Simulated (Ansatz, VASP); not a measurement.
One calculation of GaSb, two programs

POSCAR

```
GaSb
1.0
    0.0000000000      3.0590000000      2.9825250000
    3.0590000000      0.0000000000      2.9825250000
    3.0590000000      3.0590000000      0.0000000000
Ga Sb
1 1
Direct
    0.0000000000      0.0000000000      0.0000000000
    0.7500000000      0.7500000000      0.7500000000
```

The input INCAR.step1:

```
PREC = Accurate
ENCUT = 520
ISMEAR = 0
SIGMA = 0.05
LREAL = F
LASPH = T
NELM = 60
NBANDS = 16
GGA = PE
ALGO = Normal
EDIFF = 1E-4
LWAVE = T
LCHARG = F
```

File INCAR.step2:

```
PREC = Accurate
ENCUT = 520
EDIFF = 1E-6
ISMEAR = 0
SIGMA = 0.05
LREAL = F
LASPH = T
NELM = 60
ALGO = Normal
ISIF = 2
LWAVE = F
LCHARG = F
METAGGA = R2SCAN
LMIXTAU = T
NBANDS = 16
ISTART = 1
```

The input KPOINTS:

```
regular mesh
0
Gamma
  10 10 10
```

Input for Ansatz:

```yaml
crystal:
  lattice:
    - [0.0, 3.059, 2.982525]
    - [3.059, 0.0, 2.982525]
    - [3.059, 3.059, 0.0]
  atoms:
    - { symbol: Ga, position: [0.0, 0.0, 0.0] }
    - { symbol: Sb, position: [0.75, 0.75, 0.75] }
basis:
  ecutwfc: 500
kpoints:
  mp_grid: { grid: [10, 10, 10] }
hamiltonian:
  xc: r2scan
scf:
  occupations: { method: gaussian, width: 0.05 }
output:
  forces: true
  stress: true
  eigenvalues: true
  write_density: true
  write_potential: true
  elf: true
  volumetric_format: npy
```

Change from the starting cell: strain +0.000 along x and y, -0.025 along z, atoms carried along.

Alike in both runs: task single point; functional r2SCAN; k mesh 10 × 10 × 10; occupations gaussian, width 0.05 eV; no spin polarisation.

|  | VASP | Ansatz |
| --- | --- | --- |
| version | VASP 6.6.1 | Ansatz 0.2.0 |
| potentials or method | VASP PAW PBE potentials, release 64 (Ga_d, Sb), cutoff 520 eV | scalar-relativistic, plane waves, PAW |
| valence electrons in the cell | 18 | 28 |

```csv
,VASP,Ansatz,Ansatz less VASP
gap on the k mesh at the Fermi level (eV),0.54,0.55,+0.016
least direct gap on the mesh (eV),0.54,0.55,+0.016
pressure (GPa),2.0,1.9,-0.11
"traceless stress, the component that is largest in VASP (GPa)",0.80,0.81,+0.010
```

VASP's potentials were made for PBE, not for r2SCAN. VASP's potentials hold 18 valence electrons a cell and Ansatz's 28, so a difference there can come from the potentials and not from the codes.

Spin-orbit coupling is off throughout.
